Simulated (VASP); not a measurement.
# GaAs (F-43m) in VASP: further runs

Runs on GaAs. Level: PBEsol. Tasks: single point, relaxation of cell and atoms.

Program: VASP 6.6.1. These are calculated values, not measurements. Logs are shortened: lines on timing, memory, paths and dates and some standing lists are left out, and cuts for length are marked.

**1. The cell of the first run**

The structure is cubic, space group F-43m (No. 216). The conventional cell has a = 5.658 Å, b = 5.658 Å, c = 5.658 Å, α = 90.00°, β = 90.00°, γ = 90.00°. Ga (site symmetry -43m) has 4 As at 2.45 Å within 3.2 Å. Within 3.2 Å of As (site symmetry -43m) lie 4 Ga at 2.45 Å.

**2. Single point, PBEsol**

Contents of INCAR:

```
ALGO     = Normal         # electronic algorithm
EDIFF    = 1E-7           # SCF threshold, eV
ENCUT    = 520            # plane-wave cutoff, eV
GGA      = PS             # functional
ISIF     = 2              # what is computed and relaxed
ISMEAR   = 0              # smearing method
LASPH    = True           # aspherical terms in the spheres
LCHARG   = False          # write CHGCAR
LREAL    = False          # projectors in reciprocal space
LWAVE    = False          # write WAVECAR
NBANDS   = 16             # bands
NELM     = 100            # most SCF steps
PREC     = Accurate       # precision mode
SIGMA    = 0.02           # smearing width, eV
```

Contents of KPOINTS:

```
k-points
0
Gamma
  10 10 10
```

Contents of POSCAR:

```
GaAs
1.0
    0.0000000000      2.8289295164      2.8289295164
    2.8289295164      0.0000000000      2.8289295164
    2.8289295164      2.8289295164      0.0000000000
Ga As
1 1
Direct
    0.0000000000      0.0000000000      0.0000000000
    0.2500000000      0.2500000000      0.2500000000
```

Potentials or basis: VASP PAW PBE potentials, release 64 (Ga_d, As).

Started as:

```sh
$ cat potpaw_PBE.64/Ga_d/POTCAR potpaw_PBE.64/As/POTCAR > POTCAR
$ mpirun -np 1 vasp_std > vasp.out
```

OUTCAR:

```text
EDIFF = 1E-7
   ENCUT = 520
   GGA = PS
   ISIF = 2
   ISMEAR = 0
   LASPH = True
   LREAL = False
   NELM = 100
   PREC = Accurate

 ion  position               nearest neighbor table
   1  0.000  0.000  0.000-   2 2.45   2 2.45   2 2.45   2 2.45
   2  0.250  0.250  0.250-   1 2.45   1 2.45   1 2.45   1 2.45

  LATTYP: Found a face centered cubic cell.
 ALAT       =     5.6578590328

  Lattice vectors:

 A1 = (   0.0000000000,   2.8289295164,   2.8289295164)
 A2 = (   2.8289295164,   0.0000000000,   2.8289295164)
 A3 = (   2.8289295164,   2.8289295164,   0.0000000000)

Analysis of symmetry for initial positions (statically):
=====================================================================
 Subroutine PRICEL returns:
 Original cell was already a primitive cell.

 Routine SETGRP: Setting up the symmetry group for a
 face centered cubic supercell.

 Subroutine GETGRP returns: Found 24 space group operations
 (whereof 24 operations were pure point group operations)
 out of a pool of 48 trial point group operations.

The static configuration has the point symmetry T_d .

Analysis of symmetry for dynamics (positions and initial velocities):
=====================================================================
 Subroutine PRICEL returns:
 Original cell was already a primitive cell.

 Routine SETGRP: Setting up the symmetry group for a
 face centered cubic supercell.

 Subroutine GETGRP returns: Found 24 space group operations
 (whereof 24 operations were pure point group operations)
 out of a pool of 48 trial point group operations.

The dynamic configuration has the point symmetry T_d .

 Subroutine INISYM returns: Found 24 space group operations
 (whereof 24 operations are pure point group operations),
 and found     1 'primitive' translations

----------------------------------------------------------------------------------------

                                     Primitive cell

  volume of cell :      45.2790

  direct lattice vectors                    reciprocal lattice vectors
     0.000000000  2.828929516  2.828929516    -0.176745301  0.176745301  0.176745301
     2.828929516  0.000000000  2.828929516     0.176745301 -0.176745301  0.176745301
     2.828929516  2.828929516  0.000000000     0.176745301  0.176745301 -0.176745301

  length of vectors
     4.000710489  4.000710489  4.000710489     0.306131842  0.306131842  0.306131842

  position of ions in fractional coordinates (direct lattice)
     0.000000000  0.000000000  0.000000000
     0.250000000  0.250000000  0.250000000

  ion indices of the primitive-cell ions
   primitive index   ion index
                 1           1
                 2           2

----------------------------------------------------------------------------------------

 KPOINTS: k-points

Automatic generation of k-mesh.
 Grid dimensions read from file:
 generate k-points for:   10   10   10

 Generating k-lattice:

  Cartesian coordinates                     Fractional coordinates (reciprocal lattice)
    -0.017674530  0.017674530  0.017674530     0.100000000  0.000000000  0.000000000
     0.017674530 -0.017674530  0.017674530     0.000000000  0.100000000  0.000000000
     0.017674530  0.017674530 -0.017674530     0.000000000  0.000000000  0.100000000

  Length of vectors
     0.030613184  0.030613184  0.030613184

  Shift w.r.t. Gamma in fractional coordinates (k-lattice)
     0.000000000  0.000000000  0.000000000

 Subroutine IBZKPT returns following result:
 ===========================================

 Found     47 irreducible k-points:

 Following reciprocal coordinates:
            Coordinates               Weight
  0.000000  0.000000  0.000000      1.000000
  0.100000  0.000000  0.000000      8.000000
  0.200000  0.000000  0.000000      8.000000
  0.300000  0.000000  0.000000      8.000000
  0.400000  0.000000  0.000000      8.000000
  0.500000  0.000000  0.000000      4.000000
[... 16 lines left out ...]
  0.300000  0.300000  0.000000      6.000000
  0.400000  0.300000  0.000000     24.000000
 [... further k-points ...]
   k-points           NKPTS =     47   k-points in BZ     NKDIM =     47   number of bands    NBANDS=     16
   number of dos      NEDOS =    301   number of ions     NIONS =      2
   total plane-waves  NPLWV =  27000
   dimension x,y,z NGX =    30 NGY =   30 NGZ =   30
   dimension x,y,z NGXF=    60 NGYF=   60 NGZF=   60
   ions per type =               1   1
   NGX,Y,Z   is equivalent  to a cutoff of  12.47, 12.47, 12.47 a.u.
   NGXF,Y,Z  is equivalent  to a cutoff of  24.93, 24.93, 24.93 a.u.
 SYSTEM =  unknown system
   PREC   = accura    normal or accurate (medium, high low for compatibility)
   ISTART =      0    job   : 0-new  1-cont  2-samecut
   ICHARG =      2    charge: 1-file 2-atom 10-const
   ISPIN  =      1    spin polarized calculation?
   LNONCOLLINEAR =      F non collinear calculations
   LSORBIT =      F    spin-orbit coupling
   LASPH  =      T    aspherical Exc in radial PAW
   ENCUT  =  520.0 eV  38.22 Ry    6.18 a.u.   7.44  7.44  7.44*2*pi/ulx,y,z
   NELM   =    100;   NELMIN=  2; NELMDL= -5     # of ELM steps
   EDIFF  = 0.1E-06   stopping-criterion for ELM
   LREAL  =      F    real-space projection
   EDIFFG = 0.1E-05   stopping-criterion for IOM
   NSW    =      0    number of steps for IOM
   IBRION =     -1    ionic relax: 0-MD 1-quasi-New 2-CG
   NFREE  =      0    steps in history (QN), initial steepest desc. (CG)
   ISIF   =      2    stress and relaxation
   ISYM   =      2    0-nonsym 1-usesym 2-fastsym
   POTIM  = 0.5000    time-step for ionic-motion
   TEBEG  =    0.0;   TEEND  =   0.0 temperature during run
   PSTRESS=    0.0 pullay stress
   NELECT =      18.0000    total number of electrons
   NUPDOWN=      -1.0000    fix difference up-down
   EMIN   =  10.00;   EMAX   =-10.00  energy-range for DOS
   EFERMI =   0.00;   METHOD = LEGACY
   ISMEAR =     0;   SIGMA  =   0.02  broadening in eV -4-tet -1-fermi 0-gaus
   EFERMI_NEDOS =   21; number of points for ismear=-14 and -15
   IALGO  =     38    algorithm
   IMIX   =      4    mixing-type and parameters
     AMIX     =   0.40;   BMIX     =  1.00
     AMIX_MAG =   1.60;   BMIX_MAG =  1.00
  volume/ion in A,a.u.               =      22.64       152.78
  Fermi-wavevector in a.u.,A,eV,Ry     =   1.203742  2.274743 19.714783  1.448996
  Thomas-Fermi vector in A             =   2.339487
   LORBIT       =      0    0 simple, 1 ext, 2 COOP (PROOUT), +10 PAW based schemes
   GGA     = PS    functional components
   LHFCALC =     F    Hartree Fock is set to
   AEXX    =    0.0000 exact exchange contribution
   IVDW    =     0    specifies the selected vdW correction
   LEPSILON=     F    determine dielectric tensor
   LRPA    =     F    only Hartree local field effects (RPA)
 non-spin polarized calculation
 Gauss-broadening in eV      SIGMA  =   0.02
  energy-cutoff  :      520.00
  volume of cell :       45.28
 maximum number of plane-waves:      1243
 NGX is ok and might be reduce to    30
   NGX = 15   NGY = 15   NGZ = 15

 number of electron      17.9999993 magnetization

 Free energy of the ion-electron system (eV)
  ---------------------------------------------------
  ext. energy  EPLUGINS =         0.00000000
  ---------------------------------------------------
  free energy    TOTEN  =        -9.09149647 eV

  energy without entropy =       -9.09149647  energy(sigma->0) =       -9.09149647

 E-fermi :   3.8800     XC(G=0):  -9.7632

 val. band max:        3.7831937450   @ k =   0.0000   0.0000   0.0000
 cond. band min:       4.2227725034   @ k =   0.0000   0.0000   0.0000
 fundamental gap:      0.4395787583
 Fermi energy:         3.8800458985

 k-point     1 :       0.0000    0.0000    0.0000
  band No.  band energies     occupation
      1     -10.9868      2.00000
      2     -10.9868      2.00000
      3     -10.9868      2.00000
      4     -10.9072      2.00000
      5     -10.9072      2.00000
      6      -8.9532      2.00000
[... 8 lines left out ...]
     15      13.8872      0.00000
     16      13.8872      0.00000

 k-point     2 :       0.1000    0.0000    0.0000
  band No.  band energies     occupation
      1     -10.9959      2.00000
      2     -10.9844      2.00000
      3     -10.9844      2.00000
      4     -10.9074      2.00000
      5     -10.9074      2.00000
      6      -8.8354      2.00000
[... 8 lines left out ...]
     15      13.1833      0.00000
     16      13.1833      0.00000

 k-point     3 :       0.2000    0.0000    0.0000
  band No.  band energies     occupation
      1     -11.0179      2.00000
      2     -10.9787      2.00000
      3     -10.9787      2.00000
      4     -10.9073      2.00000
      5     -10.9073      2.00000
      6      -8.4968      2.00000
[... 8 lines left out ...]
     15      12.6809      0.00000
     16      12.6809      0.00000

 k-point     4 :       0.3000    0.0000    0.0000
  band No.  band energies     occupation
      1     -11.0426      2.00000
      2     -10.9726      2.00000
      3     -10.9726      2.00000
      4     -10.9063      2.00000
      5     -10.9063      2.00000
      6      -7.9897      2.00000
[... 8 lines left out ...]
     15      13.0570      0.00000
     16      13.0570      0.00000
[... 324 lines left out ...]
 k-point    22 :      -0.2000    0.2000    0.0000
  band No.  band energies     occupation
      1     -11.0494      2.00000
      2     -10.9691      2.00000
      3     -10.9674      2.00000
      4     -10.9103      2.00000
      5     -10.9053      2.00000
      6      -7.8153      2.00000
[... 8 lines left out ...]
     15      14.2714      0.00000
     16      15.0171      0.00000

 k-point    23 :       0.3000    0.3000    0.0000
  band No.  band energies     occupation
      1     -11.0672      2.00000
      2     -10.9550      2.00000
      3     -10.9550      2.00000
      4     -10.9232      2.00000
      5     -10.8988      2.00000
      6      -7.6542      2.00000
[... 8 lines left out ...]
     15      15.3238      0.00000
     16      16.0903      0.00000

 k-point    24 :       0.4000    0.3000    0.0000
  band No.  band energies     occupation
      1     -11.0795      2.00000
      2     -10.9506      2.00000
      3     -10.9491      2.00000
      4     -10.9252      2.00000
      5     -10.8976      2.00000
      6      -7.2134      2.00000
[... 8 lines left out ...]
     15      16.0231      0.00000
     16      16.4922      0.00000

 [... further k-points ...]
[... 5 lines left out ...]
  --------------------------------------------------------------------------------------
  -------------------------------------------------------------------------------------
  Total        0.0555515      0.0555515      0.0555515      0.0000000      0.0000000     -0.0000000
  in kB        1.9656665      1.9656665      1.9656665      0.0000000      0.0000000     -0.0000000
  external PRESSURE =       1.9656665 kB  Pullay stress =       0.0000000 kB

 VOLUME and BASIS-vectors are now :
 -----------------------------------------------------------------------------
  energy-cutoff  :      520.00
  volume of cell :       45.28
      direct lattice vectors                 reciprocal lattice vectors
     0.000000000  2.828929516  2.828929516    -0.176745301  0.176745301  0.176745301
     2.828929516  0.000000000  2.828929516     0.176745301 -0.176745301  0.176745301
     2.828929516  2.828929516  0.000000000     0.176745301  0.176745301 -0.176745301

 POSITION                                       TOTAL-FORCE (eV/Angst)
 -----------------------------------------------------------------------------------
      0.00000      0.00000      0.00000        -0.000000      0.000000      0.000000
      1.41446      1.41446      1.41446         0.000000     -0.000000     -0.000000
 -----------------------------------------------------------------------------------
    total drift:                                0.000000      0.000000      0.000000

  FREE ENERGIE OF THE ION-ELECTRON SYSTEM (eV)
  ---------------------------------------------------
  free  energy   TOTEN  =        -9.0914964742 eV

  energy  without entropy=       -9.0914964742  energy(sigma->0) =       -9.09149647
```

Run time: 52 s. Hardware: 1 thread of Intel Xeon 6975P-C, shared host; peak memory 0.19 GiB.

What came out:

```yaml
Free_energy: -9.0915 eV
Pressure: 0.2 GPa
Band_gap_on_the_k_mesh: 0.44 eV, direct
```

Caveat: the PAW data sets were made with another functional, which shifts forces and pressure a little. A k mesh can miss the band edges.

**3. Relaxation of cell and atoms, PBEsol**

This run uses another cell than the first one, of 23.77 Å³/atom, 1.050 times its volume.

Contents of INCAR:

```
ALGO = Normal ; EDIFF = 1E-6
EDIFFG = -0.005 ; ENCUT = 600
GGA = PS ; IBRION = 2
ISIF = 3 ; ISMEAR = 0
LASPH = T ; LCHARG = F
LREAL = F ; LWAVE = F
NELM = 100 ; NSW = 100
PREC = Accurate ; SIGMA = 0.05
```

KPOINTS is that of step 2.

Contents of POSCAR:

```
GaAs
1.0
    0.0000000000      2.8750910496      2.8750910496
    2.8750910496      0.0000000000      2.8750910496
    2.8750910496      2.8750910496      0.0000000000
Ga As
1 1
Direct
    0.0000000000      0.0000000000      0.0000000000
    0.2500000000      0.2500000000      0.2500000000
```

Potentials or basis: VASP PAW PBE potentials, release 64 (Ga_d, As).

Started as:

```sh
$ cat potpaw_PBE.64/Ga_d/POTCAR potpaw_PBE.64/As/POTCAR > POTCAR
$ mpirun -np 1 vasp_std > vasp.out
```

Wall time 79 s (1 thread of Intel Xeon 6975P-C, shared host); peak memory 0.21 GiB.

Results (log left out):

```yaml
Free_energy: -9.0918 eV
Relaxed_volume: 22.70 Å³/atom
Relaxed_cell: a = 4.004 Å, b = 4.004 Å, c = 4.004 Å, α = 60.00°, β = 60.00°, γ = 60.00°
Space_group_after_relaxing_to_0.05_Å: F-43m (No. 216)
Energy_gained_by_relaxing: 9.9 meV/atom
Ionic_steps: 3
Pressure_after_relaxing: 0.0 GPa
Band_gap_on_the_k_mesh: 0.42 eV, direct
```

The path:
```tsv
step	energy change (eV)	largest force (eV/Å)	pressure (GPa)	volume (Å³)
1	0.0000	0.0000	-2.86	47.53
2	-0.0173	0.0000	1.14	44.67
3	-0.0199	0.0000	0.03	45.39
```

Final structure:
```
CELL_PARAMETERS angstrom
0.00000 2.83133 2.83133
2.83133 0.00000 2.83133
2.83133 2.83133 0.00000
ATOMIC_POSITIONS crystal
Ga 0.00000 0.00000 0.00000
As 0.25000 0.25000 0.25000
```

Levels at points of the mesh, in eV from the valence-band top:
| k point | band 6 | band 7 | band 8 | band 9 | band 10 | band 11 | band 12 | band 13 |
| --- | --- | --- | --- | --- | --- | --- | --- | --- |
| (0.00, 0.00, 0.00) | -12.72 | 0.00 | 0.00 | 0.00 | 0.42 | 3.69 | 3.69 | 3.69 |
| (0.50, 0.00, 0.00) | -10.95 | -6.65 | -1.14 | -1.14 | 0.92 | 4.58 | 4.58 | 7.58 |
| (0.50, 0.50, 0.00) | -10.22 | -6.83 | -2.68 | -2.68 | 1.36 | 1.57 | 10.09 | 10.09 |

Caveat: the PAW data sets were made with another functional, which shifts forces and pressure a little.
